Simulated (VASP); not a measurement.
Here is a VASP 6.6.1 calculation.

INCAR

```
  PREC = Accurate
  ENCUT = 500
  EDIFF = 1E-6
  ISMEAR = 0
  SIGMA = 0.15
  LREAL = False
  LASPH = True
  NELM = 120
  ALGO = Normal
  ISIF = 2
  LWAVE = False
  LCHARG = True
  GGA = PE
  LELF = True
  LVHAR = True
  NBANDS = 22
  GGA_COMPAT = False
```

File KPOINTS:

```
regular mesh
0
Gamma
  21 21 12
```

POSCAR

```
Rh
1.0
    2.5504655491      0.0000000000      0.0000000000
   -1.2752327746      2.2087679570      0.0000000000
    0.0000000000      0.0000000000      4.1044582456
Rh
2
Direct
    0.6666666667      0.3333333333      0.7500000000
    0.3333333333      0.6666666667      0.2500000000
```

Potentials or basis: VASP PAW PBE potentials, release 64 (Rh_pv).

The run is started by

```bash
$ cat potpaw_PBE.64/Rh_pv/POTCAR > POTCAR
$ mpirun -np 1 vasp_std > vasp.out
```

(1) What does it give for the pressure?

(2) Estimate the band gap on the k mesh.

Answers

(1) 84.1 GPa.

(2) zero (bands 15 and 16 overlap by 3.16 eV).

Caveat: the cell stands under pressure.
